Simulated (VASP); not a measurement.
SiC (ae), 2 atoms in the cell. The structure is cubic, space group F-43m (No. 216). The conventional cell has a = 4.357 Å, b = 4.357 Å, c = 4.357 Å, α = 90.00°, β = 90.00°, γ = 90.00°. Si (site symmetry -43m) has 4 C at 1.89 Å within 2.5 Å. Within 2.5 Å of C (site symmetry -43m) lie 4 Si at 1.89 Å. 

```yaml
Program: VASP 6.6.1
Task: single point
Functional: PBEsol
Potentials_or_basis: VASP PAW PBE potentials, release 64 (Si, C)
Cutoff: 600 eV
k_mesh: 10 × 10 × 10
Occupations: gaussian, width 0.01 eV
Spin: no spin polarisation
Dipole_correction: no
Further_INCAR_settings: ALGO = Normal; EDIFF = 1e-06; NBANDS = 11
```

Potentials or basis: VASP PAW PBE potentials, release 64 (Si, C).

The run is started by

```sh
$ cat potpaw_PBE.64/Si/POTCAR potpaw_PBE.64/C/POTCAR > POTCAR
$ mpirun -np 1 vasp_std > vasp.out
```

Hardware: 1 thread of Intel(R) Xeon(R) Platinum 8559C (Emerald Rapids) (shared host).

Estimate the wall time of this run.

It took 7.9 s on 1 thread of Intel(R) Xeon(R) Platinum 8559C (Emerald Rapids), with other jobs on the host, peak memory 0.15 GiB. Counts: scf iterations 12, k points 47.
